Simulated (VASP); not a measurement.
# C (Pm-3m) in VASP: further runs

Runs on C. Level: PBEsol. Tasks: single point.

All numbers are computed with VASP 6.6.1; they aren't measurements. Logs are shortened: lines on timing, memory, paths and dates and some standing lists are left out, and cuts for length are marked.

### Step 1. The cell of the first run

The structure is cubic, space group Pm-3m (No. 221). Conventional cell: a = 1.755 Å, b = 1.755 Å, c = 1.755 Å, α = 90.00°, β = 90.00°, γ = 90.00°. Within 2.3 Å of C (site symmetry m-3m) lie 6 C at 1.75 Å.

### Step 2. Single point, PBEsol

Contents of INCAR:

```
ALGO     = Normal         # electronic algorithm
EDIFF    = 1E-7           # SCF threshold, eV
ENCUT    = 520            # plane-wave cutoff, eV
GGA      = PS             # functional
ISIF     = 2              # what is computed and relaxed
ISMEAR   = -1             # smearing method
LASPH    = T              # aspherical terms in the spheres
LCHARG   = T              # write CHGCAR
LELF     = T              # ELF
LREAL    = F              # projectors in reciprocal space
LVHAR    = T            
LWAVE    = F              # write WAVECAR
NBANDS   = 8              # bands
NELM     = 100            # most SCF steps
PREC     = Accurate       # precision mode
SIGMA    = 0.1            # smearing width, eV
```

Contents of KPOINTS:

```
k-points
0
Gamma
  16 16 16
```

Contents of POSCAR:

```
C
1.0
    1.7549706290      0.0000000000      0.0000000000
    0.0000000000      1.7549706290      0.0000000000
    0.0000000000      0.0000000000      1.7549706290
C
1
Direct
    0.0000000000      0.0000000000      0.0000000000
```

Potentials or basis: VASP PAW PBE potentials, release 64 (C).

On the command line:

```sh
> cat potpaw_PBE.64/C/POTCAR > POTCAR
> mpirun -np 1 vasp_std > vasp.out
```

OUTCAR:

```text
EDIFF = 1E-7
   ENCUT = 520
   GGA = PS
   ISIF = 2
   ISMEAR = -1
   LASPH = T
   LREAL = F
   NELM = 100
   PREC = Accurate

 ion  position               nearest neighbor table
   1  0.000  0.000  0.000-

  LATTYP: Found a simple cubic cell.
 ALAT       =     1.7549706290

  Lattice vectors:

 A1 = (   1.7549706290,   0.0000000000,   0.0000000000)
 A2 = (   0.0000000000,   1.7549706290,   0.0000000000)
 A3 = (   0.0000000000,   0.0000000000,   1.7549706290)

Analysis of symmetry for initial positions (statically):
=====================================================================
 Subroutine PRICEL returns:
 Original cell was already a primitive cell.

 Routine SETGRP: Setting up the symmetry group for a
 simple cubic supercell.

 Subroutine GETGRP returns: Found 48 space group operations
 (whereof 48 operations were pure point group operations)
 out of a pool of 48 trial point group operations.

The static configuration has the point symmetry O_h .

Analysis of symmetry for dynamics (positions and initial velocities):
=====================================================================
 Subroutine PRICEL returns:
 Original cell was already a primitive cell.

 Routine SETGRP: Setting up the symmetry group for a
 simple cubic supercell.

 Subroutine GETGRP returns: Found 48 space group operations
 (whereof 48 operations were pure point group operations)
 out of a pool of 48 trial point group operations.

The dynamic configuration has the point symmetry O_h .

 Subroutine INISYM returns: Found 48 space group operations
 (whereof 48 operations are pure point group operations),
 and found     1 'primitive' translations

----------------------------------------------------------------------------------------

                                     Primitive cell

  volume of cell :       5.4052

  direct lattice vectors                    reciprocal lattice vectors
     1.754970629  0.000000000  0.000000000     0.569810106  0.000000000  0.000000000
     0.000000000  1.754970629  0.000000000     0.000000000  0.569810106  0.000000000
     0.000000000  0.000000000  1.754970629     0.000000000  0.000000000  0.569810106

  length of vectors
     1.754970629  1.754970629  1.754970629     0.569810106  0.569810106  0.569810106

  position of ions in fractional coordinates (direct lattice)
     0.000000000  0.000000000  0.000000000
[... 75 lines left out ...]
   NELM   =    100;   NELMIN=  2; NELMDL= -5     # of ELM steps
   EDIFF  = 0.1E-06   stopping-criterion for ELM
   LREAL  =      F    real-space projection
   EDIFFG = 0.1E-05   stopping-criterion for IOM
   NSW    =      0    number of steps for IOM
   IBRION =     -1    ionic relax: 0-MD 1-quasi-New 2-CG
   NFREE  =      0    steps in history (QN), initial steepest desc. (CG)
   ISIF   =      2    stress and relaxation
   ISYM   =      2    0-nonsym 1-usesym 2-fastsym
   POTIM  = 0.5000    time-step for ionic-motion
   TEBEG  =    0.0;   TEEND  =   0.0 temperature during run
   PSTRESS=    0.0 pullay stress
   NELECT =       4.0000    total number of electrons
   NUPDOWN=      -1.0000    fix difference up-down
   EMIN   =  10.00;   EMAX   =-10.00  energy-range for DOS
   EFERMI =   0.00;   METHOD = LEGACY
   ISMEAR =    -1;   SIGMA  =   0.10  broadening in eV -4-tet -1-fermi 0-gaus
   EFERMI_NEDOS =   21; number of points for ismear=-14 and -15
   IALGO  =     38    algorithm
   IMIX   =      4    mixing-type and parameters
     AMIX     =   0.40;   BMIX     =  1.00
     AMIX_MAG =   1.60;   BMIX_MAG =  1.00
  volume/ion in A,a.u.               =       5.41        36.48
  Fermi-wavevector in a.u.,A,eV,Ry     =   1.480784  2.798276 29.833774  2.192721
  Thomas-Fermi vector in A             =   2.594775
   LORBIT       =      0    0 simple, 1 ext, 2 COOP (PROOUT), +10 PAW based schemes
   GGA     = PS    functional components
   LHFCALC =     F    Hartree Fock is set to
   AEXX    =    0.0000 exact exchange contribution
   IVDW    =     0    specifies the selected vdW correction
   LEPSILON=     F    determine dielectric tensor
   LRPA    =     F    only Hartree local field effects (RPA)
 non-spin polarized calculation
  energy-cutoff  :      520.00
  volume of cell :        5.41
 maximum number of plane-waves:       156
 NGX is ok and might be reduce to    14
   NGX =  7   NGY =  7   NGZ =  7

 number of electron       4.0000001 magnetization

 Free energy of the ion-electron system (eV)
  ---------------------------------------------------
  ext. energy  EPLUGINS =         0.00000000
  ---------------------------------------------------
  free energy    TOTEN  =        -7.05776923 eV

  energy without entropy =       -7.05149601  energy(sigma->0) =       -7.05463262

 E-fermi :  11.4177     XC(G=0): -14.0933

 val. band max:       11.3256888195   @ k =   0.4375   0.3750   0.3750
 cond. band min:      11.4207850777   @ k =   0.2500   0.1875   0.1250
 fundamental gap:      0.0950962581
 Fermi energy:        11.4176628953

 k-point     1 :       0.0000    0.0000    0.0000
  band No.  band energies     occupation
      1     -11.2864      2.00000
      2      20.9333      0.00000
      3      20.9333      0.00000
      4      20.9333      0.00000
      5      37.1332      0.00000
      6      37.1332      0.00000
      7      43.0213      0.00000
      8      68.2949      0.00000
[... 243 lines left out ...]
 k-point    24 :       0.5000    0.1250    0.0000
  band No.  band energies     occupation
      1      -0.9710      2.00000
      2      -0.6915      2.00000
      3      21.8285      0.00000
      4      24.7430      0.00000
      5      36.6834      0.00000
      6      48.1891      0.00000
      7      49.1003      0.00000
      8      52.0957      0.00000

 [... further k-points ...]

------------------------ aborting loop because EDIFF is reached ----------------------------------------

  FORCE on cell =-STRESS in cart. coord.  units (eV):
  Direction    XX          YY          ZZ          XY          YZ          ZX
  --------------------------------------------------------------------------------------
  -------------------------------------------------------------------------------------
  Total        0.0173751      0.0173751      0.0173751      0.0000000      0.0000000      0.0000000
  in kB        5.1502529      5.1502529      5.1502529      0.0000000      0.0000000      0.0000000
  external PRESSURE =       5.1502529 kB  Pullay stress =       0.0000000 kB

 VOLUME and BASIS-vectors are now :
 -----------------------------------------------------------------------------
  energy-cutoff  :      520.00
  volume of cell :        5.41
      direct lattice vectors                 reciprocal lattice vectors
     1.754970629  0.000000000  0.000000000     0.569810106  0.000000000  0.000000000
     0.000000000  1.754970629  0.000000000     0.000000000  0.569810106  0.000000000
     0.000000000  0.000000000  1.754970629     0.000000000  0.000000000  0.569810106

 POSITION                                       TOTAL-FORCE (eV/Angst)
 -----------------------------------------------------------------------------------
      0.00000      0.00000      0.00000         0.000000      0.000000      0.000000
 -----------------------------------------------------------------------------------
    total drift:                                0.000000     -0.000000     -0.000000

  FREE ENERGIE OF THE ION-ELECTRON SYSTEM (eV)
  ---------------------------------------------------
  free  energy   TOTEN  =        -7.0577692263 eV

  energy  without entropy=       -7.0514960146  energy(sigma->0) =       -7.05463262
```

stdout:

```text
POSCAR found type information on POSCAR C
 POSCAR found :  1 types and       1 ions
 scaLAPACK will be used
 -----------------------------------------------------------------------------
|                                                                             |
|                                                                             |
|     You enforced a specific xc type in the INCAR file but a different       |
|     I HOPE YOU KNOW WHAT YOU ARE DOING!                                     |
|                                                                             |
 -----------------------------------------------------------------------------

 LDA part: xc-table for (Slater+PW92), standard interpolation
 POSCAR, INCAR and KPOINTS ok, starting setup
 FFT: planning ... GRIDC
 FFT: planning ... GRID_SOFT
 FFT: planning ... GRID
 WAVECAR not read
 entering main loop
```

Wall time 3.3 s (1 thread of Intel Xeon 6975P-C, shared host); peak memory 0.11 GiB.

What came out:

```yaml
Free_energy: -7.0578 eV
Pressure: 0.5 GPa
Band_gap_on_the_k_mesh: zero (band 2 reaches 20.93 eV, above the bottom of band 3 at 8.82 eV)
```

Levels at points of the mesh, in eV from the Fermi level:
| k point | band 1 | band 2 | band 3 | band 4 | band 5 | band 6 | band 7 |
| --- | --- | --- | --- | --- | --- | --- | --- |
| (0.00, 0.00, 0.00) | -22.70 | 9.52 | 9.52 | 9.52 | 25.72 | 25.72 | 31.60 |
| (0.50, 0.00, 0.00) | -12.90 | -12.74 | 12.97 | 12.97 | 29.92 | 33.80 | 39.97 |
| (0.50, 0.50, 0.00) | -6.35 | -6.35 | -2.60 | 7.79 | 15.76 | 42.20 | 42.20 |
| (0.50, 0.50, 0.50) | -1.09 | -1.09 | -1.09 | 9.25 | 17.38 | 17.38 | 17.38 |

Caveat: the PAW data sets were made with another functional, which shifts forces and pressure a little.

### Step 3. Single point, PBEsol (volume scaled by 0.88)

Contents of INCAR:

```
SYSTEM = C
ALGO = Normal
EDIFF = 1E-7
ENCUT = 520
GGA = PS
ISIF = 2
ISMEAR = -1
LASPH = .TRUE.
LCHARG = .TRUE.
LELF = .TRUE.
LREAL = .FALSE.
LVHAR = .TRUE.
LWAVE = .FALSE.
NBANDS = 8
NELM = 60
PREC = Accurate
SIGMA = 0.1
```

Contents of KPOINTS:

```
k-points
0
G
  20 20 20
  0 0 0
```

Contents of POSCAR:

```
C
1.0
    1.6817602241      0.0000000000      0.0000000000
    0.0000000000      1.6817602241      0.0000000000
    0.0000000000      0.0000000000      1.6817602241
C
1
Direct
    0.0000000000      0.0000000000      0.0000000000
```

Potentials or basis: VASP PAW PBE potentials, release 64 (C).

On the command line:

```sh
> cat potpaw_PBE.64/C/POTCAR > POTCAR
> mpirun -np 1 vasp_std > vasp.out
```

It took 4.1 s on 1 thread of Intel Xeon 6975P-C, shared host; peak memory 0.11 GiB.

It converged, with:

```yaml
Free_energy: -6.9330 eV
Pressure: 61.2 GPa
Band_gap_on_the_k_mesh: zero (band 2 reaches 24.19 eV, above the bottom of band 3 at 11.78 eV)
```

Levels at points of the mesh, in eV from the Fermi level:
```tsv
k point	band 1	band 2	band 3	band 4	band 5	band 6
(0.00, 0.00, 0.00)	-24.88	10.50	10.50	10.50	26.97	26.97
(0.50, 0.00, 0.00)	-14.58	-13.77	14.52	14.52	32.24	35.89
(0.50, 0.50, 0.00)	-7.37	-7.37	-1.92	7.27	17.77	45.56
(0.50, 0.50, 0.50)	-1.38	-1.38	-1.38	12.16	17.78	17.78
```

Caveat: the PAW data sets were made with another functional, which shifts forces and pressure a little.
